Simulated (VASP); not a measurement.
Runs of VASP 6.6.1 on Si. The structure is that of space group P6_3/mmc (No. 194), or close to it. The cells are those of the table. This isn't the form of Si at room conditions, which is diamond.

```csv
task,level,potentials or basis,cell,cutoff (eV),smearing,gap on the mesh (eV),pressure (GPa),relaxed volume (Å³/atom)
single point,PBE,"VASP PAW PBE potentials, release 64 (Si)","a = 3.852, b = 3.852, c = 6.365 Å, angles 90.0, 90.0, 120.0°, 4 atoms",520,fermi-dirac 0.02 eV,0.45,-0.1,-
single point,r2SCAN,"VASP PAW PBE potentials, release 64 (Si)","a = 3.832, b = 3.832, c = 6.341 Å, angles 90.0, 90.0, 120.0°, 4 atoms",520,fermi-dirac 0.02 eV,0.62,-0.2,-
single point,r2SCAN,"VASP PAW PBE potentials, release 64 (Si)","a = 3.832, b = 3.832, c = 6.341 Å, angles 90.0, 90.0, 120.0°, 4 atoms",520,gaussian 0.01 eV,0.62,-0.2,-
single point,PBE,"VASP PAW PBE potentials, release 64 (Si)","a = 3.832, b = 3.832, c = 6.341 Å, angles 90.0, 90.0, 120.0°, 4 atoms",520,fermi-dirac 0.02 eV,0.43,1.2,-
single point,LDA,"VASP PAW LDA potentials, release 64 (Si)","a = 3.802, b = 3.802, c = 6.288 Å, angles 90.0, 90.0, 120.0°, 4 atoms",520,fermi-dirac 0.02 eV,0.27,0.1,-
relaxation of cell and atoms,PBEsol,"VASP PAW PBE potentials, release 64 (Si)","relaxed from a = 3.852, b = 3.852, c = 6.365 Å, angles 90.0, 90.0, 120.0°, 4 atoms",600,fermi-dirac 0.02 eV,(a),0.0,20.05
single point,LDA,"VASP PAW LDA potentials, release 64 (Si)","a = 3.832, b = 3.832, c = 6.341 Å, angles 90.0, 90.0, 120.0°, 4 atoms",520,gaussian 0.01 eV,0.32,-2.2,-
relaxation of cell and atoms,LDA,"VASP PAW LDA potentials, release 64 (Si)","relaxed from a = 3.852, b = 3.852, c = 6.365 Å, angles 90.0, 90.0, 120.0°, 4 atoms",600,fermi-dirac 0.02 eV,0.27,0.0,(b)
```

Alike in all rows: no spin polarisation; k mesh 12 × 12 × 4.

Question: Estimate the missing entries.

Answer: (a) 0.29; (b) 19.70.

Caveats: the PAW data sets were made with another functional, which shifts forces and pressure a little (at least some runs).

A k mesh can miss the band edges.
